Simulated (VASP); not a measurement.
# AlN (F-43m) in VASP: notebook, part 3 of 3

VASP 6.6.1. The steps go on from the part before.

### Step 5. Single point, r2SCAN

This run uses another cell than the first one, of 9.79 Å³/atom, 0.922 times its volume.

The input, POSCAR:

```
AlN
1.0
    0.0000000000      2.1394097525      2.1394097525
    2.1394097525      0.0000000000      2.1394097525
    2.1394097525      2.1394097525      0.0000000000
Al N
1 1
Direct
    0.0000000000      0.0000000000      0.0000000000
    0.2500000000      0.2500000000      0.2500000000
```

The input, INCAR.step1:

```
SYSTEM = AlN
ALGO = Normal ; EDIFF = 1E-4
ENCUT = 520 ; GGA = PE
ISMEAR = -1 ; LASPH = .True.
LCHARG = .False. ; LREAL = .False.
LWAVE = .True. ; NBANDS = 11
NELM = 100 ; PREC = Accurate
SIGMA = 0.05
```

The input, INCAR.step2:

```
SYSTEM = AlN
ALGO = Normal ; EDIFF = 1E-7
ENCUT = 520 ; ISIF = 2
ISMEAR = -1 ; ISTART = 1
LASPH = .True. ; LCHARG = .True.
LELF = .True. ; LMIXTAU = .True.
LREAL = .False. ; LVHAR = .True.
LWAVE = .False. ; METAGGA = R2SCAN
NBANDS = 11 ; NELM = 100
PREC = Accurate ; SIGMA = 0.05
```

The input, KPOINTS:

```
k-points
0
Gamma
  10 10 10
  0 0 0
```

Potentials or basis: VASP PAW PBE potentials, release 64 (Al, N).

Started as:

```
cat potpaw_PBE.64/Al/POTCAR potpaw_PBE.64/N/POTCAR > POTCAR
cp INCAR.step1 INCAR
mpirun -np 1 vasp_std > vasp.out
cp INCAR.step2 INCAR
mpirun -np 1 vasp_std > vasp.out
```

OUTCAR:

```text
SYSTEM = AlN
   EDIFF = 1E-7
   ENCUT = 520
   ISIF = 2
   ISMEAR = -1
   ISTART = 1
   LASPH = .True.
   LREAL = .False.
   METAGGA = R2SCAN
   NELM = 100
   PREC = Accurate

 ion  position               nearest neighbor table
   1  0.000  0.000  0.000-   2 1.85   2 1.85   2 1.85   2 1.85
   2  0.250  0.250  0.250-   1 1.85   1 1.85   1 1.85   1 1.85

  LATTYP: Found a face centered cubic cell.
 ALAT       =     4.2788195050

  Lattice vectors:

 A1 = (   0.0000000000,   2.1394097525,   2.1394097525)
 A2 = (   2.1394097525,   0.0000000000,   2.1394097525)
 A3 = (   2.1394097525,   2.1394097525,   0.0000000000)

Analysis of symmetry for initial positions (statically):
=====================================================================
 Subroutine PRICEL returns:
 Original cell was already a primitive cell.

 Routine SETGRP: Setting up the symmetry group for a
 face centered cubic supercell.

 Subroutine GETGRP returns: Found 24 space group operations
 (whereof 24 operations were pure point group operations)
 out of a pool of 48 trial point group operations.

The static configuration has the point symmetry T_d .

Analysis of symmetry for dynamics (positions and initial velocities):
=====================================================================
 Subroutine PRICEL returns:
 Original cell was already a primitive cell.

 Routine SETGRP: Setting up the symmetry group for a
 face centered cubic supercell.

 Subroutine GETGRP returns: Found 24 space group operations
 (whereof 24 operations were pure point group operations)
 out of a pool of 48 trial point group operations.

The dynamic configuration has the point symmetry T_d .

 Subroutine INISYM returns: Found 24 space group operations
 (whereof 24 operations are pure point group operations),
 and found     1 'primitive' translations

----------------------------------------------------------------------------------------

                                     Primitive cell

  volume of cell :      19.5845

  direct lattice vectors                    reciprocal lattice vectors
     0.000000000  2.139409753  2.139409753    -0.233709321  0.233709321  0.233709321
[... 115 lines left out ...]
   LEPSILON=     F    determine dielectric tensor
   LRPA    =     F    only Hartree local field effects (RPA)
 non-spin polarized calculation
  energy-cutoff  :      520.00
  volume of cell :       19.58
 maximum number of plane-waves:       544
   NGX = 11   NGY = 11   NGZ = 11

 number of electron       7.9999998 magnetization

 Free energy of the ion-electron system (eV)
  ---------------------------------------------------
  ext. energy  EPLUGINS =         0.00000000
  ---------------------------------------------------
  free energy    TOTEN  =       -19.12425501 eV

  energy without entropy =      -19.12425501  energy(sigma->0) =      -19.12425501

 E-fermi :   7.3733     XC(G=0): -11.7021

 val. band max:        6.2847222791   @ k =   0.0000   0.0000   0.0000
 cond. band min:      10.2657324149   @ k =   0.5000   0.5000   0.0000
 fundamental gap:      3.9810101357
 Fermi energy:         7.3732903253

 k-point     1 :       0.0000    0.0000    0.0000
  band No.  band energies     occupation
      1      -9.8250      2.00000
      2       6.2847      2.00000
      3       6.2847      2.00000
      4       6.2847      2.00000
      5      11.7684      0.00000
      6      20.4563      0.00000
      7      20.4563      0.00000
      8      20.4563      0.00000
      9      25.3398      0.00000
     10      25.3398      0.00000
     11      27.1964      0.00000
[... 309 lines left out ...]
 k-point    24 :       0.4000    0.3000    0.0000
  band No.  band energies     occupation
      1      -7.6631      2.00000
      2       1.9576      2.00000
      3       4.5008      2.00000
      4       4.8075      2.00000
      5      12.0129      0.00000
      6      17.1343      0.00000
      7      20.4131      0.00000
      8      22.6896      0.00000
      9      23.3225      0.00000
     10      29.4881      0.00000
     11      32.2604      0.00000

 [... further k-points ...]

------------------------ aborting loop because EDIFF is reached ----------------------------------------

  FORCE on cell =-STRESS in cart. coord.  units (eV):
  Direction    XX          YY          ZZ          XY          YZ          ZX
  --------------------------------------------------------------------------------------
  -------------------------------------------------------------------------------------
  Total        1.7906035      1.7906035      1.7906035      0.0000000      0.0000000      0.0000000
  in kB      146.4866707    146.4866707    146.4866707      0.0000000      0.0000000      0.0000000
  external PRESSURE =     146.4866707 kB  Pullay stress =       0.0000000 kB

 VOLUME and BASIS-vectors are now :
 -----------------------------------------------------------------------------
  energy-cutoff  :      520.00
  volume of cell :       19.58
      direct lattice vectors                 reciprocal lattice vectors
     0.000000000  2.139409753  2.139409753    -0.233709321  0.233709321  0.233709321
     2.139409753  0.000000000  2.139409753     0.233709321 -0.233709321  0.233709321
     2.139409753  2.139409753  0.000000000     0.233709321  0.233709321 -0.233709321

 POSITION                                       TOTAL-FORCE (eV/Angst)
 -----------------------------------------------------------------------------------
      0.00000      0.00000      0.00000        -0.000000      0.000000      0.000000
      1.06970      1.06970      1.06970         0.000000     -0.000000     -0.000000
 -----------------------------------------------------------------------------------
    total drift:                               -0.000001     -0.000001     -0.000001

  FREE ENERGIE OF THE ION-ELECTRON SYSTEM (eV)
  ---------------------------------------------------
  free  energy   TOTEN  =       -19.1242550141 eV

  energy  without entropy=      -19.1242550141  energy(sigma->0) =      -19.12425501
```

OUTCAR.step1:

```text
SYSTEM = AlN
   EDIFF = 1E-4
   ENCUT = 520
   GGA = PE
   ISMEAR = -1
   LASPH = .True.
   LREAL = .False.
[... 555 lines left out ...]
      0.00000      0.00000      0.00000         0.000000      0.000000      0.000000
      1.06970      1.06970      1.06970        -0.000000     -0.000000     -0.000000
 -----------------------------------------------------------------------------------
    total drift:                                0.000000      0.000000      0.000000

  FREE ENERGIE OF THE ION-ELECTRON SYSTEM (eV)
  ---------------------------------------------------
  free  energy   TOTEN  =       -14.7490731602 eV

  energy  without entropy=      -14.7490731602  energy(sigma->0) =      -14.74907316
```

OSZICAR.step1:

```text
N       E                     dE             d eps       ncg     rms          rms(c)
DAV:   1     0.102310130633E+02    0.10231E+02   -0.38504E+03  1074   0.602E+02
DAV:   2    -0.164511881821E+02   -0.26682E+02   -0.25790E+02  1239   0.139E+02
DAV:   3    -0.172523221376E+02   -0.80113E+00   -0.79994E+00  1271   0.225E+01
DAV:   4    -0.172564770699E+02   -0.41549E-02   -0.41546E-02  1172   0.176E+00
DAV:   5    -0.172565261712E+02   -0.49101E-04   -0.49101E-04  1259   0.182E-01    0.894E+00
DAV:   6    -0.147662058977E+02    0.24903E+01   -0.11692E+01  1223   0.175E+01    0.292E+00
DAV:   7    -0.147555936207E+02    0.10612E-01   -0.20925E-01  1166   0.341E+00    0.215E+00
DAV:   8    -0.147503009099E+02    0.52927E-02   -0.26153E-02  1142   0.153E+00    0.566E-01
DAV:   9    -0.147490343613E+02    0.12665E-02   -0.36411E-03  1235   0.360E-01    0.234E-01
DAV:  10    -0.147490731602E+02   -0.38799E-04   -0.33264E-04  1106   0.120E-01
   1 F= -.14749073E+02 E0= -.14749073E+02  d E =-.915429E-11
```

It took 56 s on 1 thread of Intel Xeon 8259CL, shared host; peak memory 0.14 GiB.

Results:

```yaml
Free_energy: -19.1243 eV
Pressure: 14.6 GPa
Band_gap_on_the_k_mesh: 3.98 eV, indirect (least direct gap 5.48 eV)
```

Levels at points of the mesh, in eV from the valence-band top:
| k point | band 1 | band 2 | band 3 | band 4 | band 5 | band 6 | band 7 | band 8 | band 9 |
| --- | --- | --- | --- | --- | --- | --- | --- | --- | --- |
| (0.00, 0.00, 0.00) | -16.11 | 0.00 | 0.00 | 0.00 | 5.48 | 14.17 | 14.17 | 14.17 | 19.06 |
| (0.50, 0.00, 0.00) | -13.91 | -6.16 | -0.49 | -0.49 | 8.81 | 11.29 | 12.35 | 12.35 | 20.23 |
| (0.50, 0.50, 0.00) | -13.22 | -5.15 | -1.87 | -1.87 | 3.98 | 9.88 | 16.13 | 17.77 | 17.77 |

Caveat: the PAW data sets were made with another functional, which shifts forces and pressure a little. A k mesh can miss the band edges.

### Step 6. Summary

| level | cell | gap on the mesh (eV) | pressure (GPa) |
| --- | --- | --- | --- |
| PBEsol+D4 | a = 3.109 Å, angles 60.0°, 2 atoms | 3.18 | -5.1 |
| PBEsol+D4 | a = 3.129 Å, angles 60.0°, 2 atoms | 3.17 | -8.6 |
| PBEsol+D4 | a = 3.149 Å, angles 60.0°, 2 atoms | 3.16 | -11.8 |
| r2SCAN | a = 3.026 Å, angles 60.0°, 2 atoms | 3.98 | 14.6 |

Alike in all rows: task single point; potentials or basis VASP PAW PBE potentials, release 64 (Al, N); no spin polarisation; k mesh 10 × 10 × 10; cutoff (eV) 520; smearing fermi-dirac 0.05 eV.

Caveats: the PAW data sets were made with another functional, which shifts forces and pressure a little.

Absolute energies hang on the potentials; compare differences alone.
